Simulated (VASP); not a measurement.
TaBi:

```
Ta Bi
1.0
     0.00000    3.23048    3.23048
     3.23048    0.00000    3.23048
     3.23048    3.23048    0.00000
Ta Bi
1 1
Cartesian
  0.0000 0.0000 0.0000
  1.6152 1.6152 1.6152
```

Base run:

```yaml
Program: VASP 6.6.1
Functional: PBE
Potentials_or_basis: VASP PAW PBE potentials, release 64 (Ta_pv, Bi_d)
Cutoff: 520 eV
k_mesh: 10 × 10 × 10
Occupations: gaussian, width 0.05 eV
Spin: no spin polarisation
```

Its results: band gap on the k mesh zero (bands 13 and 14 overlap by 0.29 eV); pressure -0.1 GPa.

Problem. After a change of settings the same cell gave: band gap on the k mesh zero (bands 13 and 14 overlap by 0.24 eV); pressure -1.5 GPa. Which change was it?
A. k mesh from 10 × 10 × 10, through Γ to 10 × 10 × 10, shifted; further incar settings from ALGO = Normal; EDIFF = 1e-07; NBANDS = 20 to ALGO = Normal; EDIFF = 1e-07; NBANDS = 20; ISYM = 0
B. functional from PBE to PBEsol
C. functional from PBE to r2SCAN

Solution. C.

Caveats: spin-orbit coupling is left out, which moves the levels of the heavy elements; the PAW data sets were made with another functional, which shifts forces and pressure a little (at least some runs).
